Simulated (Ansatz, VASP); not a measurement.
# Ag in VASP and in Ansatz

```
CELL_PARAMETERS angstrom
0.00000 3.05783 3.05783
3.05783 0.00000 3.05783
3.05783 3.05783 0.00000
ATOMIC_POSITIONS crystal
Ag 0.12500 0.12500 0.12500
Ag 0.87500 0.87500 0.87500
```

Alike in both runs: task single point; functional PBEsol; k mesh 10 × 10 × 10; occupations fermi-dirac, width 0.1 eV; no spin polarisation.

|  | VASP | Ansatz |
| --- | --- | --- |
| version | VASP 6.6.1 | Ansatz 0.2.0 |
| potentials or method | VASP PAW PBE potentials, release 64 (Ag), cutoff 520 eV | plane waves (420 eV) with PAW, scalar-relativistic |
| valence electrons in the cell | 22 | 38 |

|  | VASP | Ansatz | Ansatz less VASP |
| --- | --- | --- | --- |
| pressure (GPa) | -1.5 | -1.5 | +0.07 |

VASP's potentials were made for PBE, not for PBEsol, and Ansatz warns of the same on its side. VASP's potentials hold 22 valence electrons a cell and Ansatz's 38, so a difference there can come from the potentials and not from the codes.
